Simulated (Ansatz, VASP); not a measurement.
One calculation of Zr, two programs

File INCAR:

```
SYSTEM = Zr
PREC = Accurate
ENCUT = 520
EDIFF = 1E-7
ISMEAR = -1
SIGMA = 0.05
LREAL = .FALSE.
LASPH = .TRUE.
NELM = 60
ALGO = Normal
ISIF = 2
LWAVE = .FALSE.
LCHARG = .FALSE.
GGA = PE
NBANDS = 12
```

KPOINTS

```
Automatic mesh
0
G
  16 16 16
  0 0 0
```

Contents of POSCAR:

```
Zr
1.0
   -1.7571350072      1.7571350072      1.7571350072
    1.7571350072     -1.7571350072      1.7571350072
    1.7571350072      1.7571350072     -1.7571350072
Zr
1
Direct
    0.0000000000      0.0000000000      0.0000000000
```

Input for Ansatz:

```yaml
crystal:
  lattice:
    - [-1.7571350072, 1.7571350072, 1.7571350072]
    - [1.7571350072, -1.7571350072, 1.7571350072]
    - [1.7571350072, 1.7571350072, -1.7571350072]
  atoms:
    - { symbol: Zr, position: [0.0, 0.0, 0.0] }
kpoints:
  mp_grid: { grid: [16, 16, 16] }
scf:
  occupations: { method: fermi_dirac, width: 0.05 }
hamiltonian:
  xc: pbe
  pseudopotentials: { kind: all_electron, lapw: { basis_error: 0.00025 } }
output:
  forces: true
  stress: true
  eigenvalues: true
```

Change from the starting cell: volume scaled by 0.95.

Alike in both runs: task single point; functional PBE; k mesh 16 × 16 × 16; occupations fermi-dirac, width 0.05 eV; no spin polarisation.

|  | VASP | Ansatz |
| --- | --- | --- |
| version | VASP 6.6.1 | Ansatz 0.2.0 |
| potentials or method | VASP PAW PBE potentials, release 64 (Zr_sv), cutoff 520 eV | all-electron LAPW, scalar-relativistic |

|  | VASP | Ansatz | Ansatz less VASP |
| --- | --- | --- | --- |
| pressure (GPa) | 4.9 | 4.9 | -0.01 |

Ansatz ran all-electron here, and VASP with PAW potentials.
